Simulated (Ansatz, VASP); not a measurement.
# Two plane-wave programs on Ba

Contents of INCAR:

```
SYSTEM = Ba
PREC = Accurate ; ENCUT = 600
EDIFF = 1E-6 ; ISMEAR = 1
SIGMA = 0.1 ; LREAL = .FALSE.
LASPH = .TRUE. ; NELM = 100
ALGO = Normal ; ISIF = 3
LWAVE = .FALSE. ; LCHARG = .FALSE.
GGA = PS ; IBRION = 2
NSW = 80 ; EDIFFG = -0.01
```

KPOINTS

```
Automatic mesh
0
G
  4 4 7
  0 0 0
```

POSCAR

```
Ba
1.0
    6.9960670000      0.0000000000      0.0000000000
   -3.4980335000      6.0587717486      0.0000000000
    0.0000000000      0.0000000000      3.9093940000
Ba
2
Direct
    0.3333330000      0.6666670000      0.5000000000
    0.6666670000      0.3333330000      0.5000000000
```

Input for Ansatz:

```yaml
crystal:
  lattice:
    - [6.996067, 0.0, 0.0]
    - [-3.4980334999999987, 6.058771748577986, 0.0]
    - [0.0, 0.0, 3.909394]
  atoms:
    - { symbol: Ba, position: [0.33333299999999993, 0.666667, 0.49999999999999994] }
    - { symbol: Ba, position: [0.6666669999999999, 0.333333, 0.49999999999999994] }
basis:
  ecutwfc: 530.0
kpoints:
  mp_grid:
    grid: [4, 4, 7]
hamiltonian:
  xc: pbesol
  dispersion: none
scf:
  occupations:
    method: cold
    width: 0.1
relax:
  f_tol: 0.01
  cell: {}
```

Alike in both runs: task relaxation of cell and atoms; functional PBEsol; k mesh 4 × 4 × 7; no spin polarisation.

```csv
,VASP,Ansatz
version,VASP 6.6.1,Ansatz 0.2.0
potentials or method,"VASP PAW PBE potentials, release 64 (Ba_sv), cutoff 600 eV","plane waves, PAW"
occupations,"methfessel-paxton of order 1, width 0.1 eV","cold, width 0.1 eV"
valence electrons in the cell,20,20
```

Ansatz gave:

| Item | Value |
| --- | --- |
| relaxed volume (Å³/atom) | 75.29 |
| relaxed cell length with the largest relative difference (Å) | 6.781 |

Task: What did VASP give for the same quantities?

Result: Relaxed volume (Å³/atom): 76.98; relaxed cell length with the largest relative difference (Å): 6.847.

VASP's potentials were made for PBE, not for PBEsol. Ansatz's warnings: structure snapped to symmetry.

Neither program's run includes spin-orbit coupling.
